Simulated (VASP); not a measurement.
# Ta in VASP: a series of runs, part 2 of 2

VASP 6.6.1.

### 3 Single point, PBE (normal strain along x +0.0275, normal strain along z -0.0750)

Contents of INCAR:

```
  PREC = Accurate
  ENCUT = 520
  EDIFF = 1E-6
  ISMEAR = 0
  SIGMA = 0.15
  LREAL = False
  LASPH = True
  NELM = 60
  ALGO = Fast
  ISIF = 2
  LWAVE = False
  LCHARG = True
  GGA = PE
  LELF = True
  LVHAR = True
  NBANDS = 12
```

Contents of KPOINTS:

```
regular mesh
0
Gamma
  18 18 18
```

Contents of POSCAR:

```
Ta
1.0
   -1.7051193670      1.6594835689      1.5350223012
    1.7051193670     -1.6594835689      1.5350223012
    1.7051193670      1.6594835689     -1.5350223012
Ta
1
Direct
    0.0000000000      0.0000000000      0.0000000000
```

Potentials or basis: VASP PAW PBE potentials, release 64 (Ta_pv).

Launch:

```
$ cat potpaw_PBE.64/Ta_pv/POTCAR > POTCAR
$ mpirun -np 1 vasp_std > vasp.out
```

Run time: 3.5 min. Hardware: 1 thread of Intel Xeon 8259CL, shared host; peak memory 0.29 GiB.

Results (log left out):

```
Free energy            : -11.7541 eV
Pressure               : 12.0 GPa
Band gap on the k mesh : zero (an odd number of electrons rules out a gap without spin polarisation)
```

Stress tensor (GPa, compression positive):
```
 7.29  0.00  0.00
 0.00 11.14  0.00
 0.00  0.00 17.47
```

Levels at points of the mesh, in eV from the Fermi level:
```tsv
k point	band 1	band 2	band 3	band 4	band 5	band 6	band 7	band 8	band 9	band 10
(0.00, 0.00, 0.00)	-32.96	-32.96	-32.93	-8.08	-0.05	1.07	1.38	3.12	4.92	14.43
(0.50, 0.00, 0.00)	-34.26	-33.41	-33.03	-4.55	-2.21	2.10	4.35	5.99	8.16	11.94
(0.00, 0.50, 0.00)	-34.28	-33.38	-33.01	-4.55	-1.88	1.91	3.73	5.93	8.02	12.02
(0.50, 0.50, 0.00)	-34.28	-33.29	-32.92	-4.61	-0.75	1.28	2.87	4.59	7.93	11.90
(0.50, 0.50, 0.50)	-33.97	-33.90	-33.69	-4.18	-3.92	6.96	7.07	7.40	7.85	8.52
```

Caveat: the cell differs from its parent crystal (normal strain along x +0.0275, normal strain along z -0.0750); the stress differs along the axes, from 7 to 17 GPa; spin-orbit coupling is left out, which moves the levels of the heavy elements.

### 4 Single point, PBE (normal strain along x -0.0825, normal strain along z +0.0375)

Contents of INCAR:

```
SYSTEM = Ta
  PREC = Accurate
  ENCUT = 520
  EDIFF = 1E-7
  ISMEAR = 0
  SIGMA = 0.15
  LREAL = .FALSE.
  LASPH = .TRUE.
  NELM = 100
  ALGO = Fast
  ISIF = 2
  LWAVE = .FALSE.
  LCHARG = .FALSE.
  GGA = PE
  NBANDS = 12
```

Contents of KPOINTS:

```
regular mesh
0
G
  18 18 18
  0 0 0
```

Contents of POSCAR:

```
Ta
1.0
   -1.5225761745      1.6594835689      1.7217142027
    1.5225761745     -1.6594835689      1.7217142027
    1.5225761745      1.6594835689     -1.7217142027
Ta
1
Direct
    0.0000000000      0.0000000000      0.0000000000
```

Potentials or basis: VASP PAW PBE potentials, release 64 (Ta_pv).

Launch:

```
$ cat potpaw_PBE.64/Ta_pv/POTCAR > POTCAR
$ mpirun -np 1 vasp_std > vasp.out
```

OUTCAR:

```text
SYSTEM = Ta
   PREC = Accurate
   ENCUT = 520
   EDIFF = 1E-7
   ISMEAR = 0
   LREAL = .FALSE.
   LASPH = .TRUE.
   NELM = 100
   ISIF = 2
   GGA = PE

 ion  position               nearest neighbor table
   1  0.000  0.000  0.000-

  LATTYP: Found a body centered orthorhombic cell.
 ALAT       =     3.0451523490
 B/A-ratio  =     1.0899182561
 C/A-ratio  =     1.1307901907

  Lattice vectors:

 A1 = (  -1.5225761745,   1.6594835689,   1.7217142027)
 A2 = (   1.5225761745,  -1.6594835689,   1.7217142027)
[... 541 lines left out ...]
     12      21.7221      0.00000

 [... further k-points ...]

------------------------ aborting loop because EDIFF is reached ----------------------------------------

  FORCE on cell =-STRESS in cart. coord.  units (eV):
  Direction    XX          YY          ZZ          XY          YZ          ZX
  --------------------------------------------------------------------------------------
  -------------------------------------------------------------------------------------
  Total        1.9206540      1.2469142      0.6990092     -0.0000000      0.0000000      0.0000000
  in kB      176.8425111    114.8085208     64.3606533     -0.0000000      0.0000000      0.0000000
  external PRESSURE =     118.6705617 kB  Pullay stress =       0.0000000 kB

 VOLUME and BASIS-vectors are now :
 -----------------------------------------------------------------------------
  energy-cutoff  :      520.00
  volume of cell :       17.40
      direct lattice vectors                 reciprocal lattice vectors
    -1.522576174  1.659483569  1.721714203     0.000000000  0.301298554  0.290408245
     1.522576174 -1.659483569  1.721714203     0.328390795  0.000000000  0.290408245
     1.522576174  1.659483569 -1.721714203     0.328390795  0.301298554  0.000000000

 POSITION                                       TOTAL-FORCE (eV/Angst)
 -----------------------------------------------------------------------------------
      0.00000      0.00000      0.00000         0.000000      0.000000     -0.000000
 -----------------------------------------------------------------------------------
    total drift:                               -0.000000      0.000000     -0.000000

  FREE ENERGIE OF THE ION-ELECTRON SYSTEM (eV)
  ---------------------------------------------------
  free  energy   TOTEN  =       -11.7458638056 eV

  energy  without entropy=      -11.7321706101  energy(sigma->0) =      -11.73901721
```

stdout:

```text
POSCAR found type information on POSCAR Ta
 POSCAR found :  1 types and       1 ions
 scaLAPACK will be used
 LDA part: xc-table for (Slater+PW92), standard interpolation
 POSCAR, INCAR and KPOINTS ok, starting setup
 FFT: planning ... GRIDC
 FFT: planning ... GRID_SOFT
 FFT: planning ... GRID
 WAVECAR not read
 entering main loop
WARNING in EDDRMM: call to ZHEGV failed, returncode =   8  4     12
WARNING in EDDRMM: call to ZHEGV failed, returncode =   6  3     11
WARNING in EDDRMM: call to ZHEGV failed, returncode =   8  4     12
WARNING in EDDRMM: call to ZHEGV failed, returncode =   8  4     12
WARNING in EDDRMM: call to ZHEGV failed, returncode =   6  3     12
WARNING in EDDRMM: call to ZHEGV failed, returncode =   8  4     11
WARNING in EDDRMM: call to ZHEGV failed, returncode =   8  4     12
WARNING in EDDRMM: call to ZHEGV failed, returncode =   8  4     12
WARNING in EDDRMM: call to ZHEGV failed, returncode =   6  3     12
WARNING in EDDRMM: call to ZHEGV failed, returncode =   8  4     11
WARNING in EDDRMM: call to ZHEGV failed, returncode =   8  4     11
WARNING in EDDRMM: call to ZHEGV failed, returncode =   6  3     11
WARNING in EDDRMM: call to ZHEGV failed, returncode =   6  3     12
WARNING in EDDRMM: call to ZHEGV failed, returncode =   6  3     12
WARNING in EDDRMM: call to ZHEGV failed, returncode =   8  4     11
WARNING in EDDRMM: call to ZHEGV failed, returncode =   6  3     11
```

It took 3.3 min on 1 thread of Intel Xeon 8259CL, shared host; peak memory 0.29 GiB.

Results:

```
Free energy            : -11.7459 eV
Pressure               : 11.9 GPa
Band gap on the k mesh : zero (an odd number of electrons rules out a gap without spin polarisation)
```

Stress tensor (GPa, compression positive):
```
17.68  0.00  0.00
 0.00 11.48  0.00
 0.00  0.00  6.44
```

Caveat: the cell differs from its parent crystal (normal strain along x -0.0825, normal strain along z +0.0375); the stress differs along the axes, from 6 to 18 GPa; spin-orbit coupling is left out, which moves the levels of the heavy elements.

### 5 Single point, PBE (normal strain along x +0.1100, normal strain along z +0.0000)

Contents of INCAR:

```
SYSTEM = Ta
PREC = Accurate
ENCUT = 520
EDIFF = 1E-6
ISMEAR = 0
SIGMA = 0.15
LREAL = .False.
LASPH = .True.
NELM = 60
ALGO = Normal
ISIF = 2
LWAVE = .False.
LCHARG = .True.
GGA = PE
LELF = .True.
LVHAR = .True.
NBANDS = 12
```

Contents of KPOINTS:

```
Automatic mesh
0
Gamma
  18 18 18
  0 0 0
```

Contents of POSCAR:

```
Ta
1.0
   -1.8420267615      1.6594835689      1.6594835689
    1.8420267615     -1.6594835689      1.6594835689
    1.8420267615      1.6594835689     -1.6594835689
Ta
1
Direct
    0.0000000000      0.0000000000      0.0000000000
```

Launch:

```
$ cat potpaw_PBE.64/Ta_pv/POTCAR > POTCAR
$ mpirun -np 1 vasp_std > vasp.out
```

Wall time 1.8 min (1 thread of Intel Xeon 8259CL, shared host); peak memory 0.23 GiB.

The run converged. Its results:

```yaml
Free_energy: -11.6773 eV
Pressure: -15.9 GPa
Band_gap_on_the_k_mesh: zero (an odd number of electrons rules out a gap without spin polarisation)
```

Stress tensor (GPa, compression positive):
```
-20.41   0.00   0.00
  0.00 -13.63   0.00
  0.00   0.00 -13.63
```

Levels at points of the mesh, in eV from the Fermi level:
| k point | band 2 | band 3 | band 4 | band 5 | band 6 | band 7 | band 8 | band 9 |
| --- | --- | --- | --- | --- | --- | --- | --- | --- |
| (0.00, 0.00, 0.00) | -33.60 | -33.60 | -7.50 | 0.40 | 0.40 | 1.45 | 2.72 | 4.09 |
| (0.50, 0.00, 0.00) | -33.91 | -33.65 | -3.86 | -1.97 | 1.53 | 4.30 | 4.75 | 6.74 |
| (0.00, 0.50, 0.00) | -33.83 | -33.61 | -3.98 | -0.84 | 0.89 | 2.49 | 4.44 | 6.43 |
| (0.50, 0.50, 0.50) | -34.09 | -34.09 | -3.35 | -3.06 | 5.63 | 5.95 | 5.97 | 5.97 |

Caveat: the cell differs from its parent crystal (normal strain along x +0.1100, normal strain along z +0.0000); the stress differs along the axes, from -20 to -14 GPa; spin-orbit coupling is left out, which moves the levels of the heavy elements.

### 6 Single point, PBE (normal strain along x +0.0000, normal strain along z +0.1125)

Contents of INCAR:

```
SYSTEM = Ta
ALGO = Normal
EDIFF = 1E-7
ENCUT = 520
GGA = PE
ISIF = 2
ISMEAR = 0
LASPH = .TRUE.
LCHARG = .TRUE.
LELF = .TRUE.
LREAL = .FALSE.
LVHAR = .TRUE.
LWAVE = .FALSE.
NBANDS = 12
NELM = 80
PREC = Accurate
SIGMA = 0.15
```

Contents of KPOINTS:

```
k-points
0
G
  18 18 18
  0 0 0
```

Contents of POSCAR:

```
Ta
1.0
   -1.6594835689      1.6594835689      1.8461754704
    1.6594835689     -1.6594835689      1.8461754704
    1.6594835689      1.6594835689     -1.8461754704
Ta
1
Direct
    0.0000000000      0.0000000000      0.0000000000
```

Potentials or basis: VASP PAW PBE potentials, release 64 (Ta_pv).

Launch:

```
$ cat potpaw_PBE.64/Ta_pv/POTCAR > POTCAR
$ mpirun -np 1 vasp_std > vasp.out
```

Run time: 2.1 min. Hardware: 1 thread of Intel Xeon 8259CL, shared host; peak memory 0.23 GiB.

The run converged. Its results:

| Item | Value |
| --- | --- |
| Free energy | -11.6714 eV |
| Pressure | -16.2 GPa |
| Band gap on the k mesh | zero (an odd number of electrons rules out a gap without spin polarisation) |

Stress tensor (GPa, compression positive):
```
-13.87   0.00   0.00
  0.00 -13.87   0.00
  0.00   0.00 -20.73
```

Levels at points of the mesh, in eV from the Fermi level:
```
           k point  band 3  band 4  band 5  band 6  band 7  band 8
(0.00, 0.00, 0.00)  -33.61   -7.50    0.39    0.39    1.46    2.69
(0.50, 0.00, 0.00)  -33.62   -3.97   -0.83    0.88    2.46    4.43
(0.50, 0.50, 0.00)  -33.66   -3.85   -1.98    1.53    4.30    4.75
(0.50, 0.50, 0.50)  -34.09   -3.35   -3.05    5.61    5.89    5.96
```

Caveat: the cell differs from its parent crystal (normal strain along x +0.0000, normal strain along z +0.1125); the stress differs along the axes, from -21 to -14 GPa; spin-orbit coupling is left out, which moves the levels of the heavy elements.

### 7 The runs side by side

| cell | gap on the mesh (eV) | pressure (GPa) |
| --- | --- | --- |
| a = 2.893 Å, angles 105.5, 110.0, 113.0°, 1 atom | none | -2.2 |
| a = 2.832 Å, angles 105.9, 108.2, 114.3°, 1 atom | none | 12.0 |
| a = 2.835 Å, angles 115.0, 108.3, 105.2°, 1 atom | none | 11.9 |
| a = 2.983 Å, angles 103.7, 112.4, 112.4°, 1 atom | none | -15.9 |
| a = 2.986 Å, angles 112.5, 112.5, 103.6°, 1 atom | none | -16.2 |

Alike in all rows: task single point; level PBE; potentials or basis VASP PAW PBE potentials, release 64 (Ta_pv); no spin polarisation; k mesh 18 × 18 × 18; cutoff (eV) 520; smearing gaussian 0.15 eV.

Caveats: spin-orbit coupling is left out, which moves the levels of the heavy elements; the stress differs along the axes, from -7 to 2 GPa (at least some runs); the stress differs along the axes, from 7 to 17 GPa (at least some runs); the stress differs along the axes, from 6 to 18 GPa (at least some runs); the stress differs along the axes, from -20 to -14 GPa (at least some runs); the stress differs along the axes, from -21 to -14 GPa (at least some runs).

Total energies depend on the potentials used, so only differences within one code and one set of settings carry meaning.
